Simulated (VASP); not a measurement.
# S (Fd-3m) in VASP: notebook

S is run at these levels: PBE; tasks: relaxation of cell and atoms.

Everything below comes from runs of VASP 6.6.1. Logs are shortened: lines on timing, memory, paths and dates and some standing lists are left out, and cuts for length are marked.

## Step 1: The cell of the first run

The structure is cubic, space group Fd-3m (No. 227). Conventional cell: a = 4.099 Å, b = 4.099 Å, c = 4.099 Å, α = 90.00°, β = 90.00°, γ = 90.00°. S (site symmetry -43m) has 4 S at 1.77 Å within 2.4 Å.

## Step 2: Relaxation of cell and atoms, PBE, target pressure 200 GPa, at which the enthalpy is minimised

The input, INCAR:

```
SYSTEM = S
PREC = Accurate ; ENCUT = 600
EDIFF = 1E-7 ; ISMEAR = -1
SIGMA = 0.08 ; LREAL = .FALSE.
LASPH = .TRUE. ; NELM = 60
ALGO = Normal ; ISIF = 3
LWAVE = .FALSE. ; LCHARG = .FALSE.
GGA = PE ; IBRION = 2
NSW = 60 ; EDIFFG = -0.005
PSTRESS = 2000.0
```

The input, KPOINTS:

```
Automatic mesh
0
G
  15 15 15
  0 0 0
```

The input, POSCAR:

```
S
1.0
    0.0000000000      2.0492939803      2.0492939803
    2.0492939803      0.0000000000      2.0492939803
    2.0492939803      2.0492939803      0.0000000000
S
2
Direct
   -0.1250000000     -0.1250000000     -0.1250000000
    0.1250000000      0.1250000000      0.1250000000
```

Potentials or basis: VASP PAW PBE potentials, release 64 (S).

Command:

```console
cat potpaw_PBE.64/S/POTCAR > POTCAR
mpirun -np 1 vasp_std > vasp.out
```

OUTCAR:

```text
SYSTEM = S
   PREC = Accurate
   ENCUT = 600
   EDIFF = 1E-7
   ISMEAR = -1
   LREAL = .FALSE.
   LASPH = .TRUE.
   NELM = 60
   ISIF = 3
   GGA = PE
   IBRION = 2
   NSW = 60
   EDIFFG = -0.005
   PSTRESS = 2000.0

 ion  position               nearest neighbor table
   1  0.875  0.875  0.875-   2 1.77   2 1.77   2 1.77   2 1.77
   2  0.125  0.125  0.125-   1 1.77   1 1.77   1 1.77   1 1.77

  LATTYP: Found a face centered cubic cell.
 ALAT       =     4.0985879606

  Lattice vectors:

 A1 = (   0.0000000000,   2.0492939803,   2.0492939803)
 A2 = (   2.0492939803,   0.0000000000,   2.0492939803)
 A3 = (   2.0492939803,   2.0492939803,   0.0000000000)

Analysis of symmetry for initial positions (statically):
=====================================================================
 Subroutine PRICEL returns:
 Original cell was already a primitive cell.

 Routine SETGRP: Setting up the symmetry group for a
 face centered cubic supercell.

 Subroutine GETGRP returns: Found 48 space group operations
 (whereof 12 operations were pure point group operations)
 out of a pool of 48 trial point group operations.

The static configuration has the point symmetry D_3d.
 The point group associated with its full space group is O_h .

Analysis of symmetry for dynamics (positions and initial velocities):
=====================================================================
 Subroutine PRICEL returns:
 Original cell was already a primitive cell.

 Routine SETGRP: Setting up the symmetry group for a
 face centered cubic supercell.

 Subroutine GETGRP returns: Found 48 space group operations
 (whereof 12 operations were pure point group operations)
 out of a pool of 48 trial point group operations.

The dynamic configuration has the point symmetry D_3d.
 The point group associated with its full space group is O_h .

 Subroutine INISYM returns: Found 48 space group operations
 (whereof 12 operations are pure point group operations),
 and found     1 'primitive' translations

----------------------------------------------------------------------------------------

                                     Primitive cell

  volume of cell :      17.2125

  direct lattice vectors                    reciprocal lattice vectors
     0.000000000  2.049293980  2.049293980    -0.243986468  0.243986468  0.243986468
     2.049293980  0.000000000  2.049293980     0.243986468 -0.243986468  0.243986468
     2.049293980  2.049293980  0.000000000     0.243986468  0.243986468 -0.243986468

  length of vectors
     2.898139340  2.898139340  2.898139340     0.422596959  0.422596959  0.422596959

  position of ions in fractional coordinates (direct lattice)
     0.875000000  0.875000000  0.875000000
     0.125000000  0.125000000  0.125000000

  ion indices of the primitive-cell ions
   primitive index   ion index
                 1           1
                 2           2

----------------------------------------------------------------------------------------

 KPOINTS: Automatic mesh

Automatic generation of k-mesh.
 Grid dimensions read from file:
 generate k-points for:   15   15   15

 Generating k-lattice:

  Cartesian coordinates                     Fractional coordinates (reciprocal lattice)
    -0.016265765  0.016265765  0.016265765     0.066666667  0.000000000  0.000000000
     0.016265765 -0.016265765  0.016265765     0.000000000  0.066666667  0.000000000
     0.016265765  0.016265765 -0.016265765     0.000000000  0.000000000  0.066666667

  Length of vectors
     0.028173131  0.028173131  0.028173131

  Shift w.r.t. Gamma in fractional coordinates (k-lattice)
     0.000000000  0.000000000  0.000000000

 Subroutine IBZKPT returns following result:
 ===========================================

 Found    120 irreducible k-points:

 Following reciprocal coordinates:
            Coordinates               Weight
  0.000000  0.000000  0.000000      1.000000
  0.066667  0.000000  0.000000      8.000000
  0.133333  0.000000  0.000000      8.000000
  0.200000  0.000000  0.000000      8.000000
  0.266667  0.000000  0.000000      8.000000
  0.333333  0.000000  0.000000      8.000000
[... 16 lines left out ...]
  0.133333  0.133333  0.000000      6.000000
  0.200000  0.133333  0.000000     24.000000
 [... further k-points ...]
   k-points           NKPTS =    120   k-points in BZ     NKDIM =    120   number of bands    NBANDS=     10
   number of dos      NEDOS =    301   number of ions     NIONS =      2
   total plane-waves  NPLWV =  13824
   dimension x,y,z NGX =    24 NGY =   24 NGZ =   24
   dimension x,y,z NGXF=    48 NGYF=   48 NGZF=   48
   ions per type =               2
   NGX,Y,Z   is equivalent  to a cutoff of  13.77, 13.77, 13.77 a.u.
   NGXF,Y,Z  is equivalent  to a cutoff of  27.53, 27.53, 27.53 a.u.
 SYSTEM =  S
   PREC   = accura    normal or accurate (medium, high low for compatibility)
   ISTART =      0    job   : 0-new  1-cont  2-samecut
   ICHARG =      2    charge: 1-file 2-atom 10-const
   ISPIN  =      1    spin polarized calculation?
   LNONCOLLINEAR =      F non collinear calculations
   LSORBIT =      F    spin-orbit coupling
   LASPH  =      T    aspherical Exc in radial PAW
   ENCUT  =  600.0 eV  44.10 Ry    6.64 a.u.   5.79  5.79  5.79*2*pi/ulx,y,z
   NELM   =     60;   NELMIN=  2; NELMDL= -5     # of ELM steps
   EDIFF  = 0.1E-06   stopping-criterion for ELM
   LREAL  =      F    real-space projection
   EDIFFG = -.5E-02   stopping-criterion for IOM
   NSW    =     60    number of steps for IOM
   IBRION =      2    ionic relax: 0-MD 1-quasi-New 2-CG
   NFREE  =      1    steps in history (QN), initial steepest desc. (CG)
   ISIF   =      3    stress and relaxation
   ISYM   =      2    0-nonsym 1-usesym 2-fastsym
   POTIM  = 0.5000    time-step for ionic-motion
   TEBEG  =    0.0;   TEEND  =   0.0 temperature during run
   PSTRESS= 2000.0 pullay stress
   NELECT =      12.0000    total number of electrons
   NUPDOWN=      -1.0000    fix difference up-down
   EMIN   =  10.00;   EMAX   =-10.00  energy-range for DOS
   EFERMI =   0.00;   METHOD = LEGACY
   ISMEAR =    -1;   SIGMA  =   0.08  broadening in eV -4-tet -1-fermi 0-gaus
   EFERMI_NEDOS =   21; number of points for ismear=-14 and -15
   IALGO  =     38    algorithm
   IMIX   =      4    mixing-type and parameters
     AMIX     =   0.40;   BMIX     =  1.00
     AMIX_MAG =   1.60;   BMIX_MAG =  1.00
  volume/ion in A,a.u.               =       8.61        58.08
  Fermi-wavevector in a.u.,A,eV,Ry     =   1.451625  2.743173 28.670386  2.107214
  Thomas-Fermi vector in A             =   2.569100
   LORBIT       =      0    0 simple, 1 ext, 2 COOP (PROOUT), +10 PAW based schemes
   GGA     = PE    functional components
   LHFCALC =     F    Hartree Fock is set to
   AEXX    =    0.0000 exact exchange contribution
   IVDW    =     0    specifies the selected vdW correction
   LEPSILON=     F    determine dielectric tensor
   LRPA    =     F    only Hartree local field effects (RPA)
 conjugate gradient relaxation of ions
 non-spin polarized calculation
  energy-cutoff  :      600.00
  volume of cell :       17.21
 maximum number of plane-waves:       589
   NGX = 11   NGY = 11   NGZ = 11

--------------------------------------- Ionic step        1  -------------------------------------------

 number of electron      12.0000002 magnetization

 Free energy of the ion-electron system (eV)
  ---------------------------------------------------
  ext. energy  EPLUGINS =         0.00000000
  ---------------------------------------------------
  free energy    TOTEN  =         3.88153475 eV

  energy without entropy =        3.89833920  energy(sigma->0) =        3.88993698

------------------------ aborting loop because EDIFF is reached ----------------------------------------

  FORCE on cell =-STRESS in cart. coord.  units (eV):
  Direction    XX          YY          ZZ          XY          YZ          ZX
  --------------------------------------------------------------------------------------
  -------------------------------------------------------------------------------------
  Total       24.9266500     24.9266500     24.9266500      0.0000000      0.0000000      0.0000000
  in kB     2320.2335873   2320.2335873   2320.2335873      0.0000000      0.0000000      0.0000000
  external PRESSURE =     320.2335873 kB  Pullay stress =    2000.0000000 kB
[... 97 lines left out ...]
  energy  without entropy=        2.7965251837  energy(sigma->0) =        2.78798551

  enthalpy is  TOTEN    =        25.2972729674 eV   P V=       22.5178271326

[... ionic steps 4 to 12 ...]

--------------------------------------- Ionic step       13  -------------------------------------------

 number of electron      11.9999998 magnetization

------------------------ aborting loop because EDIFF is reached ----------------------------------------
[... 71 lines left out ...]
--------------------------------------- Ionic step       15  -------------------------------------------

 number of electron      11.9999998 magnetization

 Free energy of the ion-electron system (eV)
  ---------------------------------------------------
  ext. energy  EPLUGINS =         0.00000000
  ---------------------------------------------------
  free energy    TOTEN  =         2.88489090 eV

  energy without entropy =        2.90182721  energy(sigma->0) =        2.89335905

 E-fermi :  17.8538     XC(G=0): -13.6127

 val. band max:       17.8007173240   @ k =  -0.2667   0.2667   0.0667
 cond. band min:      17.8610909485   @ k =   0.4667   0.1333   0.0000
 fundamental gap:      0.0603736245
 Fermi energy:        17.8537943397

 k-point     1 :       0.0000    0.0000    0.0000
  band No.  band energies     occupation
      1      -8.4562      2.00000
      2      10.0378      2.00000
      3      10.0378      2.00000
      4      10.0378      2.00000
      5      15.0399      2.00000
      6      15.0399      2.00000
      7      15.0399      2.00000
      8      19.0696      0.00000
      9      23.3123      0.00000
     10      23.3123      0.00000
[... 287 lines left out ...]
 k-point    24 :       0.2000    0.1333    0.0000
  band No.  band energies     occupation
      1      -7.5949      2.00000
      2       6.8683      2.00000
      3       8.3436      2.00000
      4       8.5368      2.00000
      5      14.2228      2.00000
      6      17.4309      1.98993
      7      17.6755      1.80560
      8      19.0609      0.00000
      9      23.1565      0.00000
     10      24.0889      0.00000

 [... further k-points ...]

------------------------ aborting loop because EDIFF is reached ----------------------------------------

  FORCE on cell =-STRESS in cart. coord.  units (eV):
  Direction    XX          YY          ZZ          XY          YZ          ZX
  --------------------------------------------------------------------------------------
  -------------------------------------------------------------------------------------
  Total       22.4161143     22.4161143     22.4161143     -0.0000000      0.0000000     -0.0000000
  in kB     2000.4088757   2000.4088757   2000.4088757     -0.0000000      0.0000000     -0.0000000
  external PRESSURE =       0.4088757 kB  Pullay stress =    2000.0000000 kB
[... 21 lines left out ...]
  energy  without entropy=        2.9018272074  energy(sigma->0) =        2.89335905

  enthalpy is  TOTEN    =        25.2964234632 eV   P V=       22.4115325611

 reached required accuracy - stopping structural energy minimisation
```

Wall time 83 s (1 thread of Intel Xeon Platinum 8375C at 2.90GHz (Ice Lake), shared host); peak memory 0.15 GiB.

What came out:

- Free energy: 2.8849 eV
- Relaxed volume: 8.98 Å³/atom
- Relaxed cell: a = 2.939 Å, b = 2.939 Å, c = 2.939 Å, α = 60.00°, β = 60.00°, γ = 60.00°
- Space group after relaxing (to 0.05 Å): Fd-3m (No. 227)
- Energy change on relaxing (the enthalpy is what falls): -498.3 meV/atom
- Ionic steps: 15
- Pressure after relaxing: 200.0 GPa
- Band gap on the k mesh: zero (band 6 reaches 20.26 eV, above the bottom of band 7 at 15.04 eV)

The path:
```tsv
step	energy change (eV)	largest force (eV/Å)	pressure (GPa)	volume (Å³)
1	0.0000	0.0000	232.02	17.21
2	-4.5939	0.0000	111.21	21.86
3	-1.1021	0.0000	196.80	18.04
4	-1.0038	0.0000	199.82	17.96
5	-0.9849	0.0000	200.40	17.94
6	-0.9857	0.0000	200.39	17.94
7	-0.9881	0.0000	200.31	17.95
8	-0.9881	0.0000	200.30	17.95
9	-0.9882	0.0000	200.30	17.95
10	-0.9883	0.0000	200.30	17.95
11	-0.9886	0.0000	200.29	17.95
12	-0.9891	0.0000	200.28	17.95
13	-0.9902	0.0000	200.25	17.95
14	-0.9923	0.0000	200.17	17.95
15	-0.9966	0.0000	200.04	17.95
```

Final structure:
```xyz
2
Lattice="0.0000 2.0783 2.0783 2.0783 0.0000 2.0783 2.0783 2.0783 0.0000" Properties=species:S:1:pos:R:3 pbc="T T T"
S     3.6370    3.6370    3.6370
S     0.5196    0.5196    0.5196
```

Caveat: the cell is relaxed towards a set pressure, so the enthalpy falls and the energy may rise.

## Step 3: Relaxation of cell and atoms, PBE, target pressure 200 GPa, at which the enthalpy is minimised

This run uses another cell than the first one, of 9.04 Å³/atom, 1.050 times its volume.

The input, INCAR:

```
SYSTEM = S
PREC = Accurate ; ENCUT = 600
EDIFF = 1E-6 ; ISMEAR = -1
SIGMA = 0.08 ; LREAL = .FALSE.
LASPH = .TRUE. ; NELM = 80
ALGO = Normal ; ISIF = 3
LWAVE = .FALSE. ; LCHARG = .FALSE.
GGA = PE ; IBRION = 2
NSW = 32 ; EDIFFG = -0.005
PSTRESS = 2000.0
```

The input, KPOINTS:

```
regular mesh
0
G
  15 15 15
  0 0 0
```

The input, POSCAR:

```
S
1.0
    0.0000000000      2.0830225654      2.0830225654
    2.0830225654      0.0000000000      2.0830225654
    2.0830225654      2.0830225654      0.0000000000
S
2
Direct
   -0.1250000000     -0.1250000000     -0.1250000000
    0.1250000000      0.1250000000      0.1250000000
```

Potentials or basis: VASP PAW PBE potentials, release 64 (S).

Command:

```console
cat potpaw_PBE.64/S/POTCAR > POTCAR
mpirun -np 1 vasp_std > vasp.out
```

OUTCAR:

```text
SYSTEM = S
   PREC = Accurate
   ENCUT = 600
   EDIFF = 1E-6
   ISMEAR = -1
   LREAL = .FALSE.
   LASPH = .TRUE.
   NELM = 80
   ISIF = 3
   GGA = PE
   IBRION = 2
   NSW = 32
   EDIFFG = -0.005
   PSTRESS = 2000.0

 ion  position               nearest neighbor table
   1  0.875  0.875  0.875-   2 1.80   2 1.80   2 1.80   2 1.80
   2  0.125  0.125  0.125-   1 1.80   1 1.80   1 1.80   1 1.80

  LATTYP: Found a face centered cubic cell.
 ALAT       =     4.1660451308

  Lattice vectors:

 A1 = (   0.0000000000,   2.0830225654,   2.0830225654)
 A2 = (   2.0830225654,   0.0000000000,   2.0830225654)
 A3 = (   2.0830225654,   2.0830225654,   0.0000000000)

Analysis of symmetry for initial positions (statically):
=====================================================================
 Subroutine PRICEL returns:
[... 263 lines left out ...]
 fundamental gap:      0.0606889668
 Fermi energy:        17.8504455037

 k-point     1 :       0.0000    0.0000    0.0000
  band No.  band energies     occupation
      1      -8.4573      2.00000
      2      10.0349      2.00000
      3      10.0349      2.00000
      4      10.0349      2.00000
      5      15.0367      2.00000
      6      15.0367      2.00000
      7      15.0367      2.00000
      8      19.0631      0.00000
      9      23.3084      0.00000
     10      23.3084      0.00000
[... 287 lines left out ...]
 k-point    24 :       0.2000    0.1333    0.0000
  band No.  band energies     occupation
      1      -7.5961      2.00000
      2       6.8655      2.00000
      3       8.3410      2.00000
      4       8.5341      2.00000
      5      14.2199      2.00000
      6      17.4273      1.98997
      7      17.6720      1.80588
      8      19.0575      0.00000
      9      23.1510      0.00000
     10      24.0854      0.00000

 [... further k-points ...]

------------------------ aborting loop because EDIFF is reached ----------------------------------------

  FORCE on cell =-STRESS in cart. coord.  units (eV):
  Direction    XX          YY          ZZ          XY          YZ          ZX
  --------------------------------------------------------------------------------------
  -------------------------------------------------------------------------------------
  Total       22.4081529     22.4081529     22.4081529      0.0000000      0.0000000      0.0000000
  in kB     1999.3629517   1999.3629517   1999.3629517      0.0000000      0.0000000      0.0000000
  external PRESSURE =      -0.6370483 kB  Pullay stress =    2000.0000000 kB
[... 21 lines left out ...]
  energy  without entropy=        2.8974477929  energy(sigma->0) =        2.88897723

  enthalpy is  TOTEN    =        25.2957993798 eV   P V=       22.4152927048

 reached required accuracy - stopping structural energy minimisation
```

OSZICAR:

```text
N       E                     dE             d eps       ncg     rms          rms(c)
DAV:   1     0.540508388827E+02    0.54051E+02   -0.70407E+03  2416   0.127E+03
DAV:   2     0.426599047026E+01   -0.49785E+02   -0.47698E+02  3424   0.192E+02
DAV:   3     0.254022022432E+01   -0.17258E+01   -0.16648E+01  2998   0.355E+01
[... 21 lines left out ...]
DAV:   3     0.288045532490E+01    0.51842E-02   -0.14001E-02  2570   0.856E-01    0.219E-01
DAV:   4     0.288049204225E+01    0.36717E-04   -0.20562E-04  2724   0.140E-01    0.575E-02
DAV:   5     0.288050491641E+01    0.12874E-04   -0.95765E-06  2876   0.268E-02    0.266E-02
DAV:   6     0.288050644964E+01    0.15332E-05   -0.28354E-07  1506   0.521E-03    0.401E-03
DAV:   7     0.288050667506E+01    0.22542E-06   -0.27950E-08  1284   0.168E-03
   3 F= 0.25295799E+02 E0= 0.25304270E+02  d E =-.175840E-02
```

CONTCAR:

```text
S
   1.00000000000000
     0.0000000000000000    2.0784121305730077    2.0784121305730077
     2.0784121305730077    0.0000000000000000    2.0784121305730077
     2.0784121305730077    2.0784121305730077    0.0000000000000000
  S
     2
Direct
     0.8750000000000000    0.8750000000000000    0.8750000000000000
     0.1250000000000000    0.1250000000000000    0.1250000000000000

  0.00000000E+00  0.00000000E+00  0.00000000E+00
  0.00000000E+00  0.00000000E+00  0.00000000E+00
```

Run time: 29 s. Hardware: 1 thread of Intel Xeon Platinum 8375C at 2.90GHz (Ice Lake), shared host; peak memory 0.15 GiB.

What came out:

```
Free energy                                            : 2.8805 eV
Relaxed volume                                         : 8.98 Å³/atom
Relaxed cell                                           : a = 2.939 Å, b = 2.939 Å, c = 2.939 Å, α = 60.00°, β = 60.00°, γ = 60.00°
Space group after relaxing (to 0.05 Å)                 : Fd-3m (No. 227)
Energy change on relaxing (the enthalpy is what falls) : +73.9 meV/atom
Ionic steps                                            : 3
Pressure after relaxing                                : 199.9 GPa
Band gap on the k mesh                                 : zero (band 6 reaches 20.26 eV, above the bottom of band 7 at 15.04 eV)
```

Step by step:
```tsv
step	energy change (eV)	largest force (eV/Å)	pressure (GPa)	volume (Å³)
1	0.0000	0.0000	195.41	18.08
2	0.8721	0.0000	222.97	17.41
3	0.1477	0.0000	199.94	17.96
```

Final structure:
```
CELL_PARAMETERS angstrom
0.00000 2.07841 2.07841
2.07841 0.00000 2.07841
2.07841 2.07841 0.00000
ATOMIC_POSITIONS crystal
S 0.87500 0.87500 0.87500
S 0.12500 0.12500 0.12500
```

Caveat: the cell is relaxed towards a set pressure, so the enthalpy falls and the energy may rise.
